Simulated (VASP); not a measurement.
Input of a VASP 6.6.1 run:

The input INCAR:

```
SYSTEM = Si
PREC     = Accurate       ! precision mode
ENCUT    = 520            ! plane-wave cutoff, eV
EDIFF    = 1E-6           ! SCF threshold, eV
ISMEAR   = 0              ! smearing method
SIGMA    = 0.05           ! smearing width, eV
LREAL    = .False.        ! projectors in reciprocal space
LASPH    = .True.         ! aspherical terms in the spheres
NELM     = 100            ! most SCF steps
ALGO     = Normal         ! electronic algorithm
ISIF     = 2              ! what is computed and relaxed
LWAVE    = .False.        ! write WAVECAR
LCHARG   = .False.        ! write CHGCAR
GGA      = PE             ! functional
NBANDS   = 11             ! bands
```

KPOINTS

```
Automatic mesh
0
Gamma
  8 8 8
  0 0 0
```

Contents of POSCAR:

```
Si
1.0
    0.0000000000      3.0321658712      2.5911857163
    2.5809303639      0.0000000000      2.5911857163
    2.5809303639      3.0321658712      0.0000000000
Si
2
Direct
    0.5000000000      0.5000000000      0.5000000000
    0.7500000000      0.7500000000      0.7500000000
```

Potentials or basis: VASP PAW PBE potentials, release 64 (Si).

The run is started by

```bash
$ cat potpaw_PBE.64/Si/POTCAR > POTCAR
$ mpirun -np 1 vasp_std > vasp.out
```

Q: Predict the band gap on the k mesh.

A: Zero (band 4 reaches 6.20 eV, above the bottom of band 5 at 5.93 eV).

Q: Estimate the pressure.

A: 0.0 GPa.

Stress tensor (GPa, compression positive):
```
  6.20   0.00   0.00
  0.00 -12.41   0.00
  0.00   0.00   6.08
```

Caveat: the cell differs from its parent crystal (strain +e along x and -e along y -0.0825, strain +e along z and -e/2 along x and y -0.0525).
